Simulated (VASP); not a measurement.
# CdS (P6_3mc) in VASP: a series of runs

CdS is run at these levels: PBEsol; tasks: single point.

Program: VASP 6.6.1. These are calculated values, not measurements. Logs are shortened: lines on timing, memory, paths and dates and some standing lists are left out, and cuts for length are marked.

**1. The cell of the first run**

The structure is hexagonal, space group P6_3mc (No. 186). Conventional cell: a = 3.886 Å, b = 3.886 Å, c = 6.392 Å, α = 90.00°, β = 90.00°, γ = 120.00°. Cd (site symmetry 3m) has 4 S at 2.38 to 2.39 Å within 3.1 Å. S (site symmetry 3m) has 4 Cd at 2.38 to 2.39 Å within 3.1 Å.

**2. Single point, PBEsol**

The input, INCAR:

```
PREC = Accurate
ENCUT = 520
EDIFF = 1E-7
ISMEAR = 0
SIGMA = 0.01
LREAL = F
LASPH = T
NELM = 80
ALGO = Normal
ISIF = 2
LWAVE = F
LCHARG = F
GGA = PS
NBANDS = 26
```

The input, KPOINTS:

```
regular mesh
0
Gamma
  6 6 4
```

The input, POSCAR:

```
CdS
1.0
    3.8860931427      0.0000000000      0.0000000000
   -1.9430465714      3.3654553831      0.0000000000
    0.0000000000      0.0000000000      6.3924684977
Cd S
2 2
Direct
    0.3333333333      0.6666666667      0.0010387997
    0.6666666667      0.3333333333      0.5010387997
    0.3333333333      0.6666666667      0.3739612003
    0.6666666667      0.3333333333      0.8739612003
```

Potentials or basis: VASP PAW PBE potentials, release 64 (Cd, S).

On the command line:

```bash
$ cat potpaw_PBE.64/Cd/POTCAR potpaw_PBE.64/S/POTCAR > POTCAR
$ mpirun -np 1 vasp_std > vasp.out
```

OUTCAR:

```text
PREC = Accurate
   ENCUT = 520
   EDIFF = 1E-7
   ISMEAR = 0
   LREAL = F
   LASPH = T
   NELM = 80
   ISIF = 2
   GGA = PS

 ion  position               nearest neighbor table
   1  0.333  0.667  0.001-   3 2.38   4 2.39   4 2.39   4 2.39
   2  0.667  0.333  0.501-   4 2.38   3 2.39   3 2.39   3 2.39
   3  0.333  0.667  0.374-   1 2.38   2 2.39   2 2.39   2 2.39
   4  0.667  0.333  0.874-   2 2.38   1 2.39   1 2.39   1 2.39

  LATTYP: Found a hexagonal cell.
 ALAT       =     3.8860931427
 C/A-ratio  =     1.6449601857

  Lattice vectors:

 A1 = (   3.8860931427,   0.0000000000,   0.0000000000)
 A2 = (  -1.9430465714,   3.3654553831,   0.0000000000)
 A3 = (   0.0000000000,   0.0000000000,   6.3924684977)

Analysis of symmetry for initial positions (statically):
=====================================================================
 Subroutine PRICEL returns:
 Original cell was already a primitive cell.

 Routine SETGRP: Setting up the symmetry group for a
 hexagonal supercell.

 Subroutine GETGRP returns: Found 12 space group operations
 (whereof  6 operations were pure point group operations)
 out of a pool of 24 trial point group operations.

The static configuration has the point symmetry C_3v.
 The point group associated with its full space group is C_6v.

Analysis of symmetry for dynamics (positions and initial velocities):
=====================================================================
 Subroutine PRICEL returns:
 Original cell was already a primitive cell.

 Routine SETGRP: Setting up the symmetry group for a
 hexagonal supercell.

 Subroutine GETGRP returns: Found 12 space group operations
 (whereof  6 operations were pure point group operations)
 out of a pool of 24 trial point group operations.

The dynamic configuration has the point symmetry C_3v.
 The point group associated with its full space group is C_6v.

 Subroutine INISYM returns: Found 12 space group operations
 (whereof  6 operations are pure point group operations),
 and found     1 'primitive' translations

----------------------------------------------------------------------------------------

                                     Primitive cell

  volume of cell :      83.6037

  direct lattice vectors                    reciprocal lattice vectors
     3.886093143  0.000000000  0.000000000     0.257327852  0.148568304  0.000000000
    -1.943046571  3.365455383  0.000000000     0.000000000  0.297136609  0.000000000
     0.000000000  0.000000000  6.392468498     0.000000000  0.000000000  0.156434091

  length of vectors
     3.886093143  3.886093143  6.392468498     0.297136609  0.297136609  0.156434091

  position of ions in fractional coordinates (direct lattice)
     0.333333333  0.666666667  0.001038800
     0.666666667  0.333333333  0.501038800
     0.333333333  0.666666667  0.373961200
     0.666666667  0.333333333  0.873961200

  ion indices of the primitive-cell ions
   primitive index   ion index
                 1           1
                 2           2
                 3           3
                 4           4

----------------------------------------------------------------------------------------

 KPOINTS: regular mesh

Automatic generation of k-mesh.
 Grid dimensions read from file:
 generate k-points for:    6    6    4

 Generating k-lattice:

  Cartesian coordinates                     Fractional coordinates (reciprocal lattice)
     0.042887975  0.024761384  0.000000000     0.166666667  0.000000000  0.000000000
     0.000000000  0.049522768  0.000000000     0.000000000  0.166666667  0.000000000
     0.000000000  0.000000000  0.039108523     0.000000000  0.000000000  0.250000000

  Length of vectors
     0.049522768  0.049522768  0.039108523

  Shift w.r.t. Gamma in fractional coordinates (k-lattice)
     0.000000000  0.000000000  0.000000000

 Subroutine IBZKPT returns following result:
 ===========================================

 Found     21 irreducible k-points:

 Following reciprocal coordinates:
            Coordinates               Weight
  0.000000  0.000000  0.000000      1.000000
  0.166667  0.000000  0.000000      6.000000
  0.333333  0.000000  0.000000      6.000000
  0.500000  0.000000  0.000000      3.000000
  0.166667  0.166667  0.000000      6.000000
  0.333333  0.166667  0.000000     12.000000
[... 13 lines left out ...]
  0.333333  0.166667  0.500000     12.000000
  0.333333  0.333333  0.500000      2.000000
   k-points           NKPTS =     21   k-points in BZ     NKDIM =     21   number of bands    NBANDS=     26
   number of dos      NEDOS =    301   number of ions     NIONS =      4
   total plane-waves  NPLWV =  43200
   dimension x,y,z NGX =    30 NGY =   30 NGZ =   48
   dimension x,y,z NGXF=    60 NGYF=   60 NGZF=   96
   ions per type =               2   2
   NGX,Y,Z   is equivalent  to a cutoff of  12.83, 12.83, 12.48 a.u.
   NGXF,Y,Z  is equivalent  to a cutoff of  25.67, 25.67, 24.97 a.u.
 SYSTEM =  unknown system
   PREC   = accura    normal or accurate (medium, high low for compatibility)
   ISTART =      0    job   : 0-new  1-cont  2-samecut
   ICHARG =      2    charge: 1-file 2-atom 10-const
   ISPIN  =      1    spin polarized calculation?
   LNONCOLLINEAR =      F non collinear calculations
   LSORBIT =      F    spin-orbit coupling
   LASPH  =      T    aspherical Exc in radial PAW
   ENCUT  =  520.0 eV  38.22 Ry    6.18 a.u.   7.23  7.23 11.89*2*pi/ulx,y,z
   NELM   =     80;   NELMIN=  2; NELMDL= -5     # of ELM steps
   EDIFF  = 0.1E-06   stopping-criterion for ELM
   LREAL  =      F    real-space projection
   EDIFFG = 0.1E-05   stopping-criterion for IOM
   NSW    =      0    number of steps for IOM
   IBRION =     -1    ionic relax: 0-MD 1-quasi-New 2-CG
   NFREE  =      0    steps in history (QN), initial steepest desc. (CG)
   ISIF   =      2    stress and relaxation
   ISYM   =      2    0-nonsym 1-usesym 2-fastsym
   POTIM  = 0.5000    time-step for ionic-motion
   TEBEG  =    0.0;   TEEND  =   0.0 temperature during run
   PSTRESS=    0.0 pullay stress
   NELECT =      36.0000    total number of electrons
   NUPDOWN=      -1.0000    fix difference up-down
   EMIN   =  10.00;   EMAX   =-10.00  energy-range for DOS
   EFERMI =   0.00;   METHOD = LEGACY
   ISMEAR =     0;   SIGMA  =   0.01  broadening in eV -4-tet -1-fermi 0-gaus
   EFERMI_NEDOS =   21; number of points for ismear=-14 and -15
   IALGO  =     38    algorithm
   IMIX   =      4    mixing-type and parameters
     AMIX     =   0.40;   BMIX     =  1.00
     AMIX_MAG =   1.60;   BMIX_MAG =  1.00
  volume/ion in A,a.u.               =      20.90       141.05
  Fermi-wavevector in a.u.,A,eV,Ry     =   1.236233  2.336142 20.793415  1.528273
  Thomas-Fermi vector in A             =   2.370850
   LORBIT       =      0    0 simple, 1 ext, 2 COOP (PROOUT), +10 PAW based schemes
   GGA     = PS    functional components
   LHFCALC =     F    Hartree Fock is set to
   AEXX    =    0.0000 exact exchange contribution
   IVDW    =     0    specifies the selected vdW correction
   LEPSILON=     F    determine dielectric tensor
   LRPA    =     F    only Hartree local field effects (RPA)
 non-spin polarized calculation
 Gauss-broadening in eV      SIGMA  =   0.01
  energy-cutoff  :      520.00
  volume of cell :       83.60
 maximum number of plane-waves:      2268
 NGX is ok and might be reduce to    30
   NGX = 15   NGY = 15   NGZ = 23

 number of electron      36.0000006 magnetization

 Free energy of the ion-electron system (eV)
  ---------------------------------------------------
  ext. energy  EPLUGINS =         0.00000000
  ---------------------------------------------------
  free energy    TOTEN  =       -12.96136273 eV

  energy without entropy =      -12.96136273  energy(sigma->0) =      -12.96136273

 E-fermi :   2.9822     XC(G=0): -10.2017

 val. band max:        2.8877587847   @ k =   0.0000   0.0000   0.0000
 cond. band min:       4.3095789918   @ k =   0.0000   0.0000   0.0000
 fundamental gap:      1.4218202070
 Fermi energy:         2.9821555190

 k-point     1 :       0.0000    0.0000    0.0000
  band No.  band energies     occupation
      1     -10.7555      2.00000
      2     -10.1289      2.00000
      3      -5.6955      2.00000
      4      -5.6558      2.00000
      5      -5.6558      2.00000
      6      -5.5236      2.00000
[... 18 lines left out ...]
     25      10.4641      0.00000
     26      10.9251      0.00000

 k-point     2 :       0.1667    0.0000    0.0000
  band No.  band energies     occupation
      1     -10.6161      2.00000
      2     -10.0687      2.00000
      3      -5.6414      2.00000
      4      -5.6001      2.00000
      5      -5.5912      2.00000
      6      -5.4596      2.00000
[... 18 lines left out ...]
     25      10.5523      0.00000
     26      11.1728      0.00000

 k-point     3 :       0.3333    0.0000    0.0000
  band No.  band energies     occupation
      1     -10.3139      2.00000
      2      -9.9674      2.00000
      3      -5.5615      2.00000
      4      -5.5188      2.00000
      5      -5.3987      2.00000
      6      -5.2645      2.00000
[... 18 lines left out ...]
     25      11.1264      0.00000
     26      12.2172      0.00000

 k-point     4 :       0.5000    0.0000    0.0000
  band No.  band energies     occupation
      1     -10.1367      2.00000
      2      -9.9419      2.00000
      3      -5.5465      2.00000
      4      -5.4964      2.00000
      5      -5.2492      2.00000
      6      -5.1971      2.00000
[... 18 lines left out ...]
     25      11.2331      0.00000
     26      13.7943      0.00000
[... 409 lines left out ...]
      1     -10.1774      2.00000
      2     -10.1774      2.00000
      3      -5.4873      2.00000
      4      -5.4873      2.00000
      5      -5.4363      2.00000
      6      -5.4363      2.00000
[... 18 lines left out ...]
     25      10.8849      0.00000
     26      10.8849      0.00000

 k-point    20 :       0.3333    0.1667    0.5000
  band No.  band energies     occupation
      1     -10.0231      2.00000
      2     -10.0231      2.00000
      3      -5.4630      2.00000
      4      -5.4630      2.00000
      5      -5.3553      2.00000
      6      -5.3553      2.00000
[... 18 lines left out ...]
     25      11.5301      0.00000
     26      11.5301      0.00000

 k-point    21 :       0.3333    0.3333    0.5000
  band No.  band energies     occupation
      1      -9.9740      2.00000
      2      -9.9740      2.00000
      3      -5.3993      2.00000
      4      -5.3993      2.00000
      5      -5.3721      2.00000
      6      -5.3721      2.00000
[... 18 lines left out ...]
     25      12.1192      0.00000
     26      12.1192      0.00000

------------------------ aborting loop because EDIFF is reached ----------------------------------------

  FORCE on cell =-STRESS in cart. coord.  units (eV):
  Direction    XX          YY          ZZ          XY          YZ          ZX
  --------------------------------------------------------------------------------------
  -------------------------------------------------------------------------------------
  Total        8.2358756      8.2358756      8.2560407     -0.0000000      0.0000000      0.0000000
  in kB      157.8318773    157.8318773    158.2183206     -0.0000000      0.0000000      0.0000000
  external PRESSURE =     157.9606917 kB  Pullay stress =       0.0000000 kB

 VOLUME and BASIS-vectors are now :
 -----------------------------------------------------------------------------
  energy-cutoff  :      520.00
  volume of cell :       83.60
      direct lattice vectors                 reciprocal lattice vectors
     3.886093143  0.000000000  0.000000000     0.257327852  0.148568304  0.000000000
    -1.943046571  3.365455383  0.000000000     0.000000000  0.297136609  0.000000000
     0.000000000  0.000000000  6.392468498     0.000000000  0.000000000  0.156434091

 POSITION                                       TOTAL-FORCE (eV/Angst)
 -----------------------------------------------------------------------------------
     -0.00000      2.24364      0.00664         0.000000     -0.000000      0.002392
      1.94305      1.12182      3.20287        -0.000000      0.000000      0.002392
     -0.00000      2.24364      2.39054         0.000000     -0.000000     -0.002392
      1.94305      1.12182      5.58677        -0.000000      0.000000     -0.002392
 -----------------------------------------------------------------------------------
    total drift:                               -0.000000      0.000000      0.001334

  FREE ENERGIE OF THE ION-ELECTRON SYSTEM (eV)
  ---------------------------------------------------
  free  energy   TOTEN  =       -12.9613627299 eV

  energy  without entropy=      -12.9613627299  energy(sigma->0) =      -12.96136273
```

Run time: 78 s. Hardware: 1 thread of Intel Xeon 8259CL, shared host; peak memory 0.21 GiB.

What came out:

```yaml
Free_energy: -12.9614 eV
Pressure: 15.8 GPa
Band_gap_on_the_k_mesh: 1.42 eV
```

Forces on the atoms (eV/Å):
```
Cd   0.000  0.000  0.002
Cd   0.000  0.000  0.002
S    0.000  0.000 -0.002
S    0.000  0.000 -0.002
```

Caveat: the cell stands under pressure; the PAW data sets were made with another functional, which shifts forces and pressure a little.

**3. Single point, PBEsol**

This run uses another cell than the first one, of 21.84 Å³/atom.

The input, INCAR:

```
SYSTEM = CdS
ALGO = Normal
EDIFF = 1E-6
ENCUT = 520
GGA = PS
ISIF = 2
ISMEAR = 0
LASPH = .TRUE.
LCHARG = .FALSE.
LREAL = .FALSE.
LWAVE = .FALSE.
NBANDS = 26
NELM = 100
PREC = Accurate
SIGMA = 0.01
```

The input, KPOINTS:

```
k-points
0
G
  6 6 4
  0 0 0
```

The input, POSCAR:

```
CdS
1.0
    3.9526658743      0.0000000000      0.0000000000
   -1.9763329372      3.4231090598      0.0000000000
    0.0000000000      0.0000000000      6.4575186572
Cd S
2 2
Direct
    0.3333333333      0.6666666667     -0.0000381470
    0.6666666667      0.3333333333      0.4999618530
    0.3333333333      0.6666666667      0.3750381470
    0.6666666667      0.3333333333      0.8750381470
```

Potentials or basis: VASP PAW PBE potentials, release 64 (Cd, S).

On the command line:

```bash
$ cat potpaw_PBE.64/Cd/POTCAR potpaw_PBE.64/S/POTCAR > POTCAR
$ mpirun -np 1 vasp_std > vasp.out
```

Run time: 76 s. Hardware: 1 thread of Intel Xeon 8259CL, shared host; peak memory 0.21 GiB.

The run converged. Its results:

| Property | Result |
| --- | --- |
| Free energy | -13.2714 eV |
| Pressure | 10.7 GPa |
| Band gap on the k mesh | 1.35 eV |

Levels at points of the mesh, in eV from the valence-band top:
```csv
k point,band 14,band 15,band 16,band 17,band 18,band 19,band 20,band 21,band 22,band 23
"(0.00, 0.00, 0.00)",-0.97,-0.97,-0.09,0.00,0.00,1.35,2.84,6.32,6.32,6.56
"(0.50, 0.00, 0.00)",-4.17,-3.35,-2.41,-1.72,-0.97,3.70,3.85,4.86,6.74,6.87
"(0.00, 0.00, 0.50)",-2.86,-0.51,-0.51,-0.51,-0.51,2.99,2.99,6.17,6.17,6.70
"(0.50, 0.00, 0.50)",-4.94,-1.73,-1.73,-1.72,-1.72,3.33,3.33,5.29,5.29,8.15
```

Caveat: the cell stands under pressure; the PAW data sets were made with another functional, which shifts forces and pressure a little.

[end of part 1 of 2]
